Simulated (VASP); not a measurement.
# AlN (F-43m) in VASP: notebook

The runs below take AlN through single point, with PBE.

Everything below comes from runs of VASP 6.6.1. Logs are shortened: lines on timing, memory, paths and dates and some standing lists are left out, and cuts for length are marked.

### Step 1. The cell of the first run

Symmetry: F-43m, No. 216, cubic system. Conventional cell: a = 4.195 Å, b = 4.195 Å, c = 4.195 Å, α = 90.00°, β = 90.00°, γ = 90.00°. Within 2.4 Å of Al (site symmetry -43m) lie 4 N at 1.82 Å. N (site symmetry -43m) has 4 Al at 1.82 Å within 2.4 Å.

### Step 2. Single point, PBE (strain -4.0%)

File INCAR:

```
ALGO     = Normal         # electronic algorithm
EDIFF    = 1E-6           # SCF threshold, eV
ENCUT    = 520            # plane-wave cutoff, eV
GGA      = PE             # functional
ISIF     = 2              # what is computed and relaxed
ISMEAR   = 0              # smearing method
LASPH    = T              # aspherical terms in the spheres
LCHARG   = F              # write CHGCAR
LREAL    = F              # projectors in reciprocal space
LWAVE    = F              # write WAVECAR
NBANDS   = 11             # bands
NELM     = 60             # most SCF steps
PREC     = Accurate       # precision mode
SIGMA    = 0.01           # smearing width, eV
```

File KPOINTS:

```
k-points
0
Gamma
  6 6 6
```

File POSCAR:

```
AlN
1.0
    0.0000000000      2.0974813560      2.0974813560
    2.0974813560      0.0000000000      2.0974813560
    2.0974813560      2.0974813560      0.0000000000
Al N
1 1
Direct
    0.0000000000      0.0000000000      0.0000000000
    0.2500000000      0.2500000000      0.2500000000
```

Potentials or basis: VASP PAW PBE potentials, release 64 (Al, N).

Launch:

```bash
$ cat potpaw_PBE.64/Al/POTCAR potpaw_PBE.64/N/POTCAR > POTCAR
$ mpirun -np 1 vasp_std > vasp.out
```

OUTCAR:

```text
EDIFF = 1E-6
   ENCUT = 520
   GGA = PE
   ISIF = 2
   ISMEAR = 0
   LASPH = T
   LREAL = F
   NELM = 60
   PREC = Accurate

 ion  position               nearest neighbor table
   1  0.000  0.000  0.000-   2 1.82   2 1.82   2 1.82   2 1.82
   2  0.250  0.250  0.250-   1 1.82   1 1.82   1 1.82   1 1.82

  LATTYP: Found a face centered cubic cell.
 ALAT       =     4.1949627120

  Lattice vectors:

 A1 = (   0.0000000000,   2.0974813560,   2.0974813560)
 A2 = (   2.0974813560,   0.0000000000,   2.0974813560)
 A3 = (   2.0974813560,   2.0974813560,   0.0000000000)

Analysis of symmetry for initial positions (statically):
=====================================================================
 Subroutine PRICEL returns:
 Original cell was already a primitive cell.

 Routine SETGRP: Setting up the symmetry group for a
 face centered cubic supercell.

 Subroutine GETGRP returns: Found 24 space group operations
 (whereof 24 operations were pure point group operations)
 out of a pool of 48 trial point group operations.

The static configuration has the point symmetry T_d .

Analysis of symmetry for dynamics (positions and initial velocities):
=====================================================================
 Subroutine PRICEL returns:
 Original cell was already a primitive cell.

 Routine SETGRP: Setting up the symmetry group for a
 face centered cubic supercell.

 Subroutine GETGRP returns: Found 24 space group operations
 (whereof 24 operations were pure point group operations)
 out of a pool of 48 trial point group operations.

The dynamic configuration has the point symmetry T_d .

 Subroutine INISYM returns: Found 24 space group operations
 (whereof 24 operations are pure point group operations),
 and found     1 'primitive' translations

----------------------------------------------------------------------------------------

                                     Primitive cell

  volume of cell :      18.4554

  direct lattice vectors                    reciprocal lattice vectors
     0.000000000  2.097481356  2.097481356    -0.238381142  0.238381142  0.238381142
     2.097481356  0.000000000  2.097481356     0.238381142 -0.238381142  0.238381142
     2.097481356  2.097481356  0.000000000     0.238381142  0.238381142 -0.238381142

  length of vectors
     2.966286580  2.966286580  2.966286580     0.412888249  0.412888249  0.412888249

  position of ions in fractional coordinates (direct lattice)
     0.000000000  0.000000000  0.000000000
     0.250000000  0.250000000  0.250000000

  ion indices of the primitive-cell ions
   primitive index   ion index
                 1           1
                 2           2

----------------------------------------------------------------------------------------

 KPOINTS: k-points

Automatic generation of k-mesh.
 Grid dimensions read from file:
 generate k-points for:    6    6    6

 Generating k-lattice:

  Cartesian coordinates                     Fractional coordinates (reciprocal lattice)
    -0.039730190  0.039730190  0.039730190     0.166666667  0.000000000  0.000000000
     0.039730190 -0.039730190  0.039730190     0.000000000  0.166666667  0.000000000
     0.039730190  0.039730190 -0.039730190     0.000000000  0.000000000  0.166666667

  Length of vectors
     0.068814708  0.068814708  0.068814708

  Shift w.r.t. Gamma in fractional coordinates (k-lattice)
     0.000000000  0.000000000  0.000000000

 Subroutine IBZKPT returns following result:
 ===========================================

 Found     16 irreducible k-points:

 Following reciprocal coordinates:
            Coordinates               Weight
  0.000000  0.000000  0.000000      1.000000
  0.166667  0.000000  0.000000      8.000000
  0.333333  0.000000  0.000000      8.000000
  0.500000  0.000000  0.000000      4.000000
  0.166667  0.166667  0.000000      6.000000
  0.333333  0.166667  0.000000     24.000000
[... 8 lines left out ...]
 -0.333333  0.333333  0.166667     24.000000
 -0.333333  0.500000  0.166667     12.000000
   k-points           NKPTS =     16   k-points in BZ     NKDIM =     16   number of bands    NBANDS=     11
   number of dos      NEDOS =    301   number of ions     NIONS =      2
   total plane-waves  NPLWV =  13824
   dimension x,y,z NGX =    24 NGY =   24 NGZ =   24
   dimension x,y,z NGXF=    48 NGYF=   48 NGZF=   48
   ions per type =               1   1
   NGX,Y,Z   is equivalent  to a cutoff of  13.45, 13.45, 13.45 a.u.
   NGXF,Y,Z  is equivalent  to a cutoff of  26.90, 26.90, 26.90 a.u.
 SYSTEM =  unknown system
   PREC   = accura    normal or accurate (medium, high low for compatibility)
   ISTART =      0    job   : 0-new  1-cont  2-samecut
   ICHARG =      2    charge: 1-file 2-atom 10-const
   ISPIN  =      1    spin polarized calculation?
   LNONCOLLINEAR =      F non collinear calculations
   LSORBIT =      F    spin-orbit coupling
   LASPH  =      T    aspherical Exc in radial PAW
   ENCUT  =  520.0 eV  38.22 Ry    6.18 a.u.   5.52  5.52  5.52*2*pi/ulx,y,z
   NELM   =     60;   NELMIN=  2; NELMDL= -5     # of ELM steps
   EDIFF  = 0.1E-05   stopping-criterion for ELM
   LREAL  =      F    real-space projection
   EDIFFG = 0.1E-04   stopping-criterion for IOM
   NSW    =      0    number of steps for IOM
   IBRION =     -1    ionic relax: 0-MD 1-quasi-New 2-CG
   NFREE  =      0    steps in history (QN), initial steepest desc. (CG)
   ISIF   =      2    stress and relaxation
   ISYM   =      2    0-nonsym 1-usesym 2-fastsym
   POTIM  = 0.5000    time-step for ionic-motion
   TEBEG  =    0.0;   TEEND  =   0.0 temperature during run
   PSTRESS=    0.0 pullay stress
   NELECT =       8.0000    total number of electrons
   NUPDOWN=      -1.0000    fix difference up-down
   EMIN   =  10.00;   EMAX   =-10.00  energy-range for DOS
   EFERMI =   0.00;   METHOD = LEGACY
   ISMEAR =     0;   SIGMA  =   0.01  broadening in eV -4-tet -1-fermi 0-gaus
   EFERMI_NEDOS =   21; number of points for ismear=-14 and -15
   IALGO  =     38    algorithm
   IMIX   =      4    mixing-type and parameters
     AMIX     =   0.40;   BMIX     =  1.00
     AMIX_MAG =   1.60;   BMIX_MAG =  1.00
  volume/ion in A,a.u.               =       9.23        62.27
  Fermi-wavevector in a.u.,A,eV,Ry     =   1.238977  2.341328 20.885827  1.535065
  Thomas-Fermi vector in A             =   2.373480
   LORBIT       =      0    0 simple, 1 ext, 2 COOP (PROOUT), +10 PAW based schemes
   GGA     = PE    functional components
   LHFCALC =     F    Hartree Fock is set to
   AEXX    =    0.0000 exact exchange contribution
   IVDW    =     0    specifies the selected vdW correction
   LEPSILON=     F    determine dielectric tensor
   LRPA    =     F    only Hartree local field effects (RPA)
 non-spin polarized calculation
 Gauss-broadening in eV      SIGMA  =   0.01
  energy-cutoff  :      520.00
  volume of cell :       18.46
 maximum number of plane-waves:       531
 NGX is ok and might be reduce to    24
   NGX = 11   NGY = 11   NGZ = 11

 number of electron       8.0000001 magnetization

 Free energy of the ion-electron system (eV)
  ---------------------------------------------------
  ext. energy  EPLUGINS =         0.00000000
  ---------------------------------------------------
  free energy    TOTEN  =       -14.55077862 eV

  energy without entropy =      -14.55077862  energy(sigma->0) =      -14.55077862

 E-fermi :   7.2938     XC(G=0): -11.4738

 val. band max:        7.1754465385   @ k =   0.0000   0.0000   0.0000
 cond. band min:      10.5439126255   @ k =   0.5000   0.5000   0.0000
 fundamental gap:      3.3684660870
 Fermi energy:         7.2937545087

 k-point     1 :       0.0000    0.0000    0.0000
  band No.  band energies     occupation
      1      -8.5417      2.00000
      2       7.1754      2.00000
      3       7.1754      2.00000
      4       7.1754      2.00000
      5      12.4899      0.00000
      6      20.9843      0.00000
      7      20.9843      0.00000
      8      20.9843      0.00000
      9      25.8598      0.00000
     10      25.8598      0.00000
     11      27.5233      0.00000

 k-point     2 :       0.1667    0.0000    0.0000
  band No.  band energies     occupation
      1      -8.0834      2.00000
      2       5.2582      2.00000
      3       7.0412      2.00000
      4       7.0412      2.00000
      5      13.8713      0.00000
      6      20.0348      0.00000
      7      21.1106      0.00000
      8      21.1106      0.00000
      9      23.9740      0.00000
     10      23.9740      0.00000
     11      26.0582      0.00000

 k-point     3 :       0.3333    0.0000    0.0000
  band No.  band energies     occupation
      1      -6.9248      2.00000
      2       2.2910      2.00000
      3       6.7978      2.00000
      4       6.7978      2.00000
      5      15.2668      0.00000
      6      18.5996      0.00000
      7      19.7759      0.00000
      8      19.7759      0.00000
      9      26.0158      0.00000
     10      26.0184      0.00000
     11      26.0184      0.00000

 k-point     4 :       0.5000    0.0000    0.0000
  band No.  band energies     occupation
      1      -6.1108      2.00000
      2       0.7897      2.00000
      3       6.6868      2.00000
      4       6.6868      2.00000
      5      15.6865      0.00000
      6      17.8903      0.00000
      7      19.0985      0.00000
      8      19.0985      0.00000
      9      26.8774      0.00000
     10      28.9535      0.00000
     11      28.9535      0.00000

 k-point     5 :       0.1667    0.1667    0.0000
  band No.  band energies     occupation
      1      -7.9322      2.00000
      2       5.4357      2.00000
      3       6.6201      2.00000
      4       6.6201      2.00000
      5      14.0476      0.00000
      6      19.5606      0.00000
      7      20.4892      0.00000
      8      21.7893      0.00000
      9      21.7893      0.00000
     10      26.7739      0.00000
     11      29.3541      0.00000
[... 99 lines left out ...]
 k-point    13 :       0.5000    0.5000    0.0000
  band No.  band energies     occupation
      1      -5.3548      2.00000
      2       1.8817      2.00000
      3       5.2778      2.00000
      4       5.2778      2.00000
      5      10.5439      0.00000
      6      16.5299      0.00000
      7      22.8985      0.00000
      8      24.4676      0.00000
      9      24.4676      0.00000
     10      32.8139      0.00000
     11      33.5172      0.00000

 k-point    14 :       0.5000    0.3333    0.1667
  band No.  band energies     occupation
      1      -6.0890      2.00000
      2       2.5576      2.00000
      3       4.6784      2.00000
      4       5.8750      2.00000
      5      13.9981      0.00000
      6      18.4469      0.00000
      7      19.5737      0.00000
      8      21.8804      0.00000
      9      24.3624      0.00000
     10      28.7854      0.00000
     11      32.0647      0.00000

 k-point    15 :      -0.3333    0.3333    0.1667
  band No.  band energies     occupation
      1      -5.5176      2.00000
      2       2.1558      2.00000
      3       4.0240      2.00000
      4       5.3961      2.00000
      5      13.9927      0.00000
      6      18.2879      0.00000
      7      20.4708      0.00000
      8      21.6493      0.00000
      9      25.7009      0.00000
     10      27.1349      0.00000
     11      33.2152      0.00000

 k-point    16 :      -0.3333    0.5000    0.1667
  band No.  band energies     occupation
      1      -5.3002      2.00000
      2       2.5372      2.00000
      3       4.1702      2.00000
      4       4.4344      2.00000
      5      12.6574      0.00000
      6      18.3394      0.00000
      7      21.4429      0.00000
      8      21.8762      0.00000
      9      25.3889      0.00000
     10      28.8809      0.00000
     11      34.3825      0.00000

------------------------ aborting loop because EDIFF is reached ----------------------------------------

  FORCE on cell =-STRESS in cart. coord.  units (eV):
  Direction    XX          YY          ZZ          XY          YZ          ZX
  --------------------------------------------------------------------------------------
  -------------------------------------------------------------------------------------
  Total        4.2597401      4.2597401      4.2597401      0.0000000     -0.0000000      0.0000000
  in kB      369.8020931    369.8020931    369.8020931      0.0000000     -0.0000000      0.0000000
  external PRESSURE =     369.8020931 kB  Pullay stress =       0.0000000 kB

 VOLUME and BASIS-vectors are now :
 -----------------------------------------------------------------------------
  energy-cutoff  :      520.00
  volume of cell :       18.46
      direct lattice vectors                 reciprocal lattice vectors
     0.000000000  2.097481356  2.097481356    -0.238381142  0.238381142  0.238381142
     2.097481356  0.000000000  2.097481356     0.238381142 -0.238381142  0.238381142
     2.097481356  2.097481356  0.000000000     0.238381142  0.238381142 -0.238381142

 POSITION                                       TOTAL-FORCE (eV/Angst)
 -----------------------------------------------------------------------------------
      0.00000      0.00000      0.00000         0.000000     -0.000000      0.000000
      1.04874      1.04874      1.04874        -0.000000      0.000000     -0.000000
 -----------------------------------------------------------------------------------
    total drift:                                0.000000      0.000000      0.000000

  FREE ENERGIE OF THE ION-ELECTRON SYSTEM (eV)
  ---------------------------------------------------
  free  energy   TOTEN  =       -14.5507786197 eV

  energy  without entropy=      -14.5507786197  energy(sigma->0) =      -14.55077862
```

It took 3.7 s on 1 thread of Intel Xeon Platinum 8488C (Sapphire Rapids), shared host; peak memory 0.13 GiB.

Results:

```
Free energy            : -14.5508 eV
Pressure               : 37.0 GPa
Band gap on the k mesh : 3.37 eV, indirect (least direct gap 5.27 eV)
```

Caveat: the k points lie up to 0.43 Å⁻¹ apart; the cell differs from its parent crystal (strain -4.0%). A k mesh can miss the band edges.

(Continued in part 2 of 2.)
